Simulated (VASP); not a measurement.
Write the native input for VASP 6.6.1 that does the following.

```yaml
Task: relaxation of cell and atoms
Functional: LDA
Potentials_or_basis: VASP PAW LDA potentials, release 64 (Bi_d, Te)
Cutoff: 600 eV
k_mesh: 6 × 6 × 6
Occupations: fermi-dirac, width 0.05 eV
Spin: no spin polarisation
Target_pressure: 10 GPa
Dipole_correction: no
Further_INCAR_settings: ALGO = Normal; EDIFF = 1e-06; IBRION = 2; EDIFFG = -0.01; NSW = 80; ISIF = 3
```

The structure of BiTe lies in POSCAR:

```
BiTe
1.0
    3.9800000000      0.0000000000      0.0000000000
    0.0000000000      3.9800000000      0.0000000000
    0.0000000000      0.0000000000      3.9800000000
Bi Te
1 1
Direct
    0.0000000000      0.0000000000      0.0000000000
    0.5000000000      0.5000000000      0.5000000000
```

One way to write it, as run:

INCAR

```
SYSTEM = BiTe
PREC = Accurate ; ENCUT = 600
EDIFF = 1E-6 ; ISMEAR = -1
SIGMA = 0.05 ; LREAL = .FALSE.
LASPH = .TRUE. ; NELM = 60
ALGO = Normal ; ISIF = 3
LWAVE = .FALSE. ; LCHARG = .FALSE.
IBRION = 2 ; NSW = 80
EDIFFG = -0.01 ; PSTRESS = 100.0
```

KPOINTS

```
regular mesh
0
G
  6 6 6
  0 0 0
```

Potentials or basis: VASP PAW LDA potentials, release 64 (Bi_d, Te).

Run with:

```sh
$ cat potpaw_LDA.64/Bi_d/POTCAR potpaw_LDA.64/Te/POTCAR > POTCAR
$ mpirun -np 1 vasp_std > vasp.out
```

It gave:

```yaml
Relaxed_volume: 25.11 Å³/atom
Relaxed_cell: a = 3.689 Å, b = 3.689 Å, c = 3.689 Å, α = 90.00°, β = 90.00°, γ = 90.00°
Space_group_after_relaxing_to_0.1_Å: Pm-3m (No. 221)
Energy_change_on_relaxing_the_run_minimises_the_enthalpy: +17.9 meV/atom
Ionic_steps: 5
Pressure_after_relaxing: 10.0 GPa
Band_gap_on_the_k_mesh: zero (an odd number of electrons rules out a gap without spin polarisation)
```

Caveat: the cell is relaxed towards a set pressure, so the run minimises the enthalpy, not the energy; the volume moved by over 15 % at a fixed basis, so the end points are rough; spin-orbit coupling is left out, which moves the levels of the heavy elements.

Wall time 40 s on 1 thread of Intel(R) Xeon(R) Platinum 8259CL CPU @ 2.50GHz (Skylake/Cascade Lake), with other jobs on the host, peak memory 0.18 GiB.
